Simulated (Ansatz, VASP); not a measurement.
## Two plane-wave programs on Ti

File INCAR:

```
PREC = Accurate ; ENCUT = 500
EDIFF = 1E-6 ; ISMEAR = -1
SIGMA = 0.05 ; LREAL = F
LASPH = T ; NELM = 120
ALGO = Normal ; ISIF = 2
LWAVE = F ; LCHARG = F
GGA = PE ; NBANDS = 12
GGA_COMPAT = F
```

KPOINTS

```
regular mesh
0
Gamma
  12 12 12
```

File POSCAR:

```
Ti
1.0
   -1.6532500000      1.6532500000      1.6532500000
    1.6532500000     -1.6532500000      1.6532500000
    1.6532500000      1.6532500000     -1.6532500000
Ti
1
Direct
    0.0000000000      0.0000000000      0.0000000000
```

Input for Ansatz:

```yaml
crystal:
  lattice:
    - [-1.65325, 1.65325, 1.65325]
    - [1.65325, -1.65325, 1.65325]
    - [1.65325, 1.65325, -1.65325]
  atoms:
    - { symbol: Ti, position: [0.0, 0.0, 0.0] }
hamiltonian:
  xc: pbe
  pseudopotentials: { kind: paw }
basis:
  ecutwfc: 420
kpoints:
  mp_grid: { grid: [12, 12, 12] }
scf:
  occupations: { method: fermi_dirac, width: 0.05 }
  lower_state_search: "off"
output:
  forces: true
  stress: true
  write_density: true
  write_potential: true
  elf: true
  volumetric_format: npy
```

Alike in both runs: task single point; functional PBE; k mesh 12 × 12 × 12; occupations fermi-dirac, width 0.05 eV; no spin polarisation.

|  | VASP | Ansatz |
| --- | --- | --- |
| version | VASP 6.6.1 | Ansatz 0.2.0 |
| potentials or method | VASP PAW PBE potentials, release 64 (Ti_sv), cutoff 500 eV | PAW, plane waves, scalar-relativistic |
| valence electrons in the cell | 12 | 12 |

Ansatz gave:

| Property | Result |
| --- | --- |
| pressure (GPa) | -4.6 |

**Question.** Which values does VASP return?

**Answer.** Pressure (GPa): -4.9.

The functional is the same, so the differences come from potentials, cutoffs and numerics.
